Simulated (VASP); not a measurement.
# Zr (R-3m) in VASP: single point with LDA

Aim: the single point of Zr with LDA.

Program: VASP 6.6.1. These are calculated values, not measurements. Logs are shortened: lines on timing, memory, paths and dates and some standing lists are left out, and cuts for length are marked.

### Step 1. The cell of the first run

The structure is trigonal, space group R-3m (No. 166). The conventional cell has a = 3.108 Å, b = 3.108 Å, c = 8.223 Å, α = 90.00°, β = 90.00°, γ = 120.00°. Zr (site symmetry -3m) has 12 Zr at 3.11 to 3.28 Å within 4.1 Å.

### Step 2. Single point, LDA

The input, INCAR:

```
PREC = Accurate
ENCUT = 520
EDIFF = 1E-6
ISMEAR = 0
SIGMA = 0.15
LREAL = F
LASPH = T
NELM = 100
ALGO = Fast
ISIF = 2
LWAVE = F
LCHARG = T
LELF = T
LVHAR = T
NBANDS = 12
```

The input, KPOINTS:

```
regular mesh
0
Gamma
  20 20 20
```

The input, POSCAR:

```
Zr
1.0
    0.1172206222      2.3151072888      2.3151072888
    2.3151072888      0.1172206222      2.3151072888
    2.3151072888      2.3151072888      0.1172206222
Zr
1
Direct
    0.0000000000      0.0000000000      0.0000000000
```

Potentials or basis: VASP PAW LDA potentials, release 64 (Zr_sv).

On the command line:

```
cat potpaw_LDA.64/Zr_sv/POTCAR > POTCAR
mpirun -np 1 vasp_std > vasp.out
```

OUTCAR:

```text
PREC = Accurate
   ENCUT = 520
   EDIFF = 1E-6
   ISMEAR = 0
   LREAL = F
   LASPH = T
   NELM = 100
   ISIF = 2

 ion  position               nearest neighbor table
   1  0.000  0.000  0.000-

  LATTYP: Found a trigonal (rhomboedric) cell.
 ALAT       =     3.2761538718
 COS(alpha) =     0.5499279885

  Lattice vectors:

 A1 = (   0.1172206222,   2.3151072888,   2.3151072888)
 A2 = (   2.3151072888,   0.1172206222,   2.3151072888)
 A3 = (   2.3151072888,   2.3151072888,   0.1172206222)

Analysis of symmetry for initial positions (statically):
=====================================================================
 Subroutine PRICEL returns:
 Original cell was already a primitive cell.

 Routine SETGRP: Setting up the symmetry group for a
 trigonal (rhombohedral) supercell.

 Subroutine GETGRP returns: Found 12 space group operations
 (whereof 12 operations were pure point group operations)
 out of a pool of 12 trial point group operations.

The static configuration has the point symmetry D_3d.

Analysis of symmetry for dynamics (positions and initial velocities):
=====================================================================
 Subroutine PRICEL returns:
 Original cell was already a primitive cell.

 Routine SETGRP: Setting up the symmetry group for a
 trigonal (rhombohedral) supercell.

 Subroutine GETGRP returns: Found 12 space group operations
 (whereof 12 operations were pure point group operations)
 out of a pool of 12 trial point group operations.

The dynamic configuration has the point symmetry D_3d.

 Subroutine INISYM returns: Found 12 space group operations
 (whereof 12 operations are pure point group operations),
 and found     1 'primitive' translations

----------------------------------------------------------------------------------------

                                     Primitive cell

  volume of cell :      22.9335

  direct lattice vectors                    reciprocal lattice vectors
     0.117220622  2.315107289  2.315107289    -0.233108325  0.221874189  0.221874189
     2.315107289  0.117220622  2.315107289     0.221874189 -0.233108325  0.221874189
     2.315107289  2.315107289  0.117220622     0.221874189  0.221874189 -0.233108325

  length of vectors
     3.276153872  3.276153872  3.276153872     0.390891036  0.390891036  0.390891036

  position of ions in fractional coordinates (direct lattice)
     0.000000000  0.000000000  0.000000000

  ion indices of the primitive-cell ions
   primitive index   ion index
                 1           1

----------------------------------------------------------------------------------------

 KPOINTS: regular mesh

Automatic generation of k-mesh.
 Grid dimensions read from file:
 generate k-points for:   20   20   20

 Generating k-lattice:

  Cartesian coordinates                     Fractional coordinates (reciprocal lattice)
    -0.011655416  0.011093709  0.011093709     0.050000000  0.000000000  0.000000000
     0.011093709 -0.011655416  0.011093709     0.000000000  0.050000000  0.000000000
     0.011093709  0.011093709 -0.011655416     0.000000000  0.000000000  0.050000000

  Length of vectors
     0.019544552  0.019544552  0.019544552

  Shift w.r.t. Gamma in fractional coordinates (k-lattice)
     0.000000000  0.000000000  0.000000000

 Subroutine IBZKPT returns following result:
 ===========================================

 Found    781 irreducible k-points:

 Following reciprocal coordinates:
            Coordinates               Weight
  0.000000  0.000000  0.000000      1.000000
  0.050000  0.000000  0.000000      6.000000
  0.100000 -0.000000 -0.000000      6.000000
  0.150000  0.000000  0.000000      6.000000
  0.200000 -0.000000 -0.000000      6.000000
  0.250000 -0.000000 -0.000000      6.000000
[... 16 lines left out ...]
 -0.400000  0.050000  0.000000     12.000000
 -0.350000  0.050000 -0.000000     12.000000
 [... further k-points ...]
   k-points           NKPTS =    781   k-points in BZ     NKDIM =    781   number of bands    NBANDS=     12
   number of dos      NEDOS =    301   number of ions     NIONS =      1
   total plane-waves  NPLWV =  13824
   dimension x,y,z NGX =    24 NGY =   24 NGZ =   24
   dimension x,y,z NGXF=    48 NGYF=   48 NGZF=   48
   ions per type =               1
   NGX,Y,Z   is equivalent  to a cutoff of  12.18, 12.18, 12.18 a.u.
   NGXF,Y,Z  is equivalent  to a cutoff of  24.36, 24.36, 24.36 a.u.
 SYSTEM =  unknown system
   PREC   = accura    normal or accurate (medium, high low for compatibility)
   ISTART =      0    job   : 0-new  1-cont  2-samecut
   ICHARG =      2    charge: 1-file 2-atom 10-const
   ISPIN  =      1    spin polarized calculation?
   LNONCOLLINEAR =      F non collinear calculations
   LSORBIT =      F    spin-orbit coupling
   LASPH  =      T    aspherical Exc in radial PAW
   ENCUT  =  520.0 eV  38.22 Ry    6.18 a.u.   6.09  6.09  6.09*2*pi/ulx,y,z
   NELM   =    100;   NELMIN=  2; NELMDL= -5     # of ELM steps
   EDIFF  = 0.1E-05   stopping-criterion for ELM
   LREAL  =      F    real-space projection
   EDIFFG = 0.1E-04   stopping-criterion for IOM
   NSW    =      0    number of steps for IOM
   IBRION =     -1    ionic relax: 0-MD 1-quasi-New 2-CG
   NFREE  =      0    steps in history (QN), initial steepest desc. (CG)
   ISIF   =      2    stress and relaxation
   ISYM   =      2    0-nonsym 1-usesym 2-fastsym
   POTIM  = 0.5000    time-step for ionic-motion
   TEBEG  =    0.0;   TEEND  =   0.0 temperature during run
   PSTRESS=    0.0 pullay stress
   NELECT =      12.0000    total number of electrons
   NUPDOWN=      -1.0000    fix difference up-down
   EMIN   =  10.00;   EMAX   =-10.00  energy-range for DOS
   EFERMI =   0.00;   METHOD = LEGACY
   ISMEAR =     0;   SIGMA  =   0.15  broadening in eV -4-tet -1-fermi 0-gaus
   EFERMI_NEDOS =   21; number of points for ismear=-14 and -15
   IALGO  =     68    algorithm
   IMIX   =      4    mixing-type and parameters
     AMIX     =   0.40;   BMIX     =  1.00
     AMIX_MAG =   1.60;   BMIX_MAG =  1.00
  volume/ion in A,a.u.               =      22.93       154.76
  Fermi-wavevector in a.u.,A,eV,Ry     =   1.319204  2.492935 23.678216  1.740300
  Thomas-Fermi vector in A             =   2.449119
   LORBIT       =      0    0 simple, 1 ext, 2 COOP (PROOUT), +10 PAW based schemes
   GGA     = CA    functional components
   LHFCALC =     F    Hartree Fock is set to
   AEXX    =    0.0000 exact exchange contribution
   IVDW    =     0    specifies the selected vdW correction
   LEPSILON=     F    determine dielectric tensor
   LRPA    =     F    only Hartree local field effects (RPA)
 non-spin polarized calculation
 RMM-DIIS sequential band-by-band and
 Gauss-broadening in eV      SIGMA  =   0.15
  energy-cutoff  :      520.00
  volume of cell :       22.93
 maximum number of plane-waves:       632
   NGX = 13   NGY = 13   NGZ = 13

 number of electron      12.0000000 magnetization

 Free energy of the ion-electron system (eV)
  ---------------------------------------------------
  ext. energy  EPLUGINS =         0.00000000
  ---------------------------------------------------
  free energy    TOTEN  =        -9.22999910 eV

  energy without entropy =       -9.21327867  energy(sigma->0) =       -9.22163889

 E-fermi :   8.8430     XC(G=0): -11.3579

 val. band max:        8.8418188112   @ k =   0.4500   0.3000   0.1500
 cond. band min:       8.8435347432   @ k =   0.3500   0.1000   0.0500
 fundamental gap:      0.0017159320
 Fermi energy:         8.8430030157

 k-point     1 :       0.0000    0.0000    0.0000
  band No.  band energies     occupation
      1     -39.5516      2.00000
      2     -17.2694      2.00000
      3     -17.1230      2.00000
      4     -17.1230      2.00000
      5       3.3119      2.00000
      6       9.1146      0.01045
      7      10.0892      0.00000
      8      10.0892      0.00000
      9      12.3399      0.00000
     10      12.3399      0.00000
     11      19.4077      0.00000
     12      22.6503      0.00000

 k-point     2 :       0.0500    0.0000    0.0000
  band No.  band energies     occupation
      1     -39.5474      2.00000
      2     -17.2732      2.00000
      3     -17.1511      2.00000
      4     -17.1278      2.00000
      5       3.3981      2.00000
      6       9.1531      0.00346
      7      10.0045      0.00000
      8      10.1463      0.00000
      9      12.2748      0.00000
     10      12.2928      0.00000
     11      19.6020      0.00000
     12      22.7762      0.00000

 k-point     3 :       0.1000   -0.0000   -0.0000
  band No.  band energies     occupation
      1     -39.5352      2.00000
      2     -17.2913      2.00000
      3     -17.2250      2.00000
      4     -17.1416      2.00000
      5       3.6490      2.00000
      6       9.2521      0.00011
      7       9.7867      0.00000
      8      10.3070      0.00000
      9      12.1114      0.00000
     10      12.1718      0.00000
     11      20.1246      0.00000
     12      22.6501      0.00000
[... 286 lines left out ...]
 k-point    23 :      -0.4000    0.0500    0.0000
  band No.  band energies     occupation
      1     -39.3859      2.00000
      2     -18.1820      2.00000
      3     -17.3525      2.00000
      4     -17.3187      2.00000
      5       5.9536      2.00000
      6       9.1418      0.00485
      7       9.7320      0.00000
      8      10.1656      0.00000
      9      13.2343      0.00000
     10      14.3920      0.00000
     11      18.7032      0.00000
     12      20.3602      0.00000

 k-point    24 :      -0.3500    0.0500   -0.0000
  band No.  band energies     occupation
      1     -39.4028      2.00000
      2     -18.0827      2.00000
      3     -17.3416      2.00000
      4     -17.3003      2.00000
      5       5.8743      2.00000
      6       9.2380      0.00020
      7       9.3606      0.00000
      8      10.2598      0.00000
      9      12.7354      0.00000
     10      13.9234      0.00000
     11      18.8837      0.00000
     12      21.4705      0.00000

 [... further k-points ...]
[... 5 lines left out ...]
  --------------------------------------------------------------------------------------
  -------------------------------------------------------------------------------------
  Total       -0.7825610     -0.7825610     -0.7825610     -0.2420152     -0.2420152     -0.2420152
  in kB      -54.6712674    -54.6712674    -54.6712674    -16.9076628    -16.9076628    -16.9076628
  external PRESSURE =     -54.6712674 kB  Pullay stress =       0.0000000 kB

 VOLUME and BASIS-vectors are now :
 -----------------------------------------------------------------------------
  energy-cutoff  :      520.00
  volume of cell :       22.93
      direct lattice vectors                 reciprocal lattice vectors
     0.117220622  2.315107289  2.315107289    -0.233108325  0.221874189  0.221874189
     2.315107289  0.117220622  2.315107289     0.221874189 -0.233108325  0.221874189
     2.315107289  2.315107289  0.117220622     0.221874189  0.221874189 -0.233108325

 POSITION                                       TOTAL-FORCE (eV/Angst)
 -----------------------------------------------------------------------------------
      0.00000      0.00000      0.00000        -0.000000      0.000000     -0.000000
 -----------------------------------------------------------------------------------
    total drift:                                0.000000      0.000000      0.000000

  FREE ENERGIE OF THE ION-ELECTRON SYSTEM (eV)
  ---------------------------------------------------
  free  energy   TOTEN  =        -9.2299991020 eV

  energy  without entropy=       -9.2132786697  energy(sigma->0) =       -9.22163889
```

It took 5.5 min on 1 thread of Intel Xeon Platinum 8259CL at 2.50GHz (Skylake/Cascade Lake), shared host; peak memory 0.3 GiB.

What came out:

```yaml
Free_energy: -9.2300 eV
Pressure: -5.5 GPa
Band_gap_on_the_k_mesh: zero (band 6 reaches 9.53 eV, above the bottom of band 7 at 8.28 eV)
```
